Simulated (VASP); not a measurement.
A run of VASP 6.6.1 is set up as follows.

Contents of INCAR:

```
PREC = Accurate ; ENCUT = 520
EDIFF = 1E-6 ; ISMEAR = -1
SIGMA = 0.05 ; LREAL = F
LASPH = T ; NELM = 100
ALGO = Normal ; ISIF = 2
LWAVE = F ; LCHARG = F
GGA = PE ; IVDW = 12
NBANDS = 14
```

File KPOINTS:

```
regular mesh
0
Gamma
  11 11 6
```

File POSCAR:

```
Re
1.0
    2.7234873179      0.0000000000      0.0000000000
   -1.3617436590      2.3586092042      0.0000000000
    0.0000000000      0.0000000000      4.3979466679
Re
2
Direct
    0.6666666667      0.3333333333      0.7500000000
    0.3333333333      0.6666666667      0.2500000000
```

Potentials or basis: VASP PAW PBE potentials, release 64 (Re).

Command:

```bash
$ cat potpaw_PBE.64/Re/POTCAR > POTCAR
$ mpirun -np 1 vasp_std > vasp.out
```

**Question.** Estimate the pressure.

**Answer.** 15.3 GPa.

**Question.** Estimate the dispersion energy per atom.

**Answer.** -0.683 eV.

**Question.** Predict the band gap on the k mesh.

**Answer.** Zero (band 7 reaches 9.87 eV, above the bottom of band 8 at 6.57 eV).

Stress tensor (GPa, compression positive):
```
15.25  0.00  0.00
 0.00 15.25  0.00
 0.00  0.00 15.49
```

Caveat: spin-orbit coupling is left out, which moves the levels of the heavy elements; pairwise dispersion overbinds metals, which lowers pressure and volume.
